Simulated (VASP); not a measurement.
Set up this calculation in VASP 6.6.1, as the native input.

| Item | Value |
| --- | --- |
| Task | relaxation of cell and atoms |
| Functional | PBE |
| Potentials or basis | VASP PAW PBE potentials, release 64 (Tl_d, Mo_sv, F) |
| Cutoff | 600 eV |
| k mesh | 6 × 6 × 6 |
| Occupations | gaussian, width 0.1 eV |
| Spin | no spin polarisation |
| Dipole correction | no |
| Further INCAR settings | ALGO = Normal; EDIFF = 1e-06; IBRION = 2; EDIFFG = -0.04; NSW = 90; ISIF = 3 |

The structure of TlMo4F lies in POSCAR:

```
TlMo4F
1.0
    2.6378591949      1.5229687163      4.4598465409
   -2.6378591949      1.5229687163      4.4598465409
    0.0000000000     -3.0459374325      4.4598465409
Tl Mo F
1 4 1
Direct
    0.9987317301      0.9987317301      0.9987317301
    0.1609200835      0.6279074324      0.6279074324
    0.6279074324      0.1609200835      0.6279074324
    0.6279074324      0.6279074324      0.1609200835
    0.6344195585      0.6344195585      0.6344195585
    0.2001137730      0.2001137730      0.2001137730
```

The cell was generated, and may not be a known phase.

These files were run (other wordings do the same):

INCAR

```
ALGO = Normal
EDIFF = 1E-6
EDIFFG = -0.04
ENCUT = 600
GGA = PE
IBRION = 2
ISIF = 3
ISMEAR = 0
LASPH = True
LCHARG = False
LREAL = False
LWAVE = False
NELM = 60
NSW = 90
PREC = Accurate
SIGMA = 0.1
```

KPOINTS

```
k-points
0
Gamma
  6 6 6
```

Potentials or basis: VASP PAW PBE potentials, release 64 (Tl_d, Mo_sv, F).

Command:

```sh
$ cat potpaw_PBE.64/Tl_d/POTCAR potpaw_PBE.64/Mo_sv/POTCAR potpaw_PBE.64/F/POTCAR > POTCAR
$ mpirun -np 1 vasp_std > vasp.out
```

Results of the run:

- Relaxed volume: 17.88 Å³/atom
- Relaxed cell: a = 5.397 Å, b = 5.397 Å, c = 5.397 Å, α = 58.47°, β = 58.47°, γ = 58.47°
- Space group after relaxing (to 0.1 Å): R3m (No. 160)
- Energy gained by relaxing: 0.5 meV/atom
- Ionic steps: 7
- Pressure after relaxing: 0.0 GPa
- Largest force after relaxing: 0.038 eV/Å
- Band gap on the k mesh: zero (bands 38 and 39 overlap by 2.17 eV)

Caveat: spin-orbit coupling is left out, which moves the levels of the heavy elements.

Wall time 12 min on 1 thread of Intel(R) Xeon(R) Platinum 8488C (Sapphire Rapids), on a shared host, peak memory 0.42 GiB.
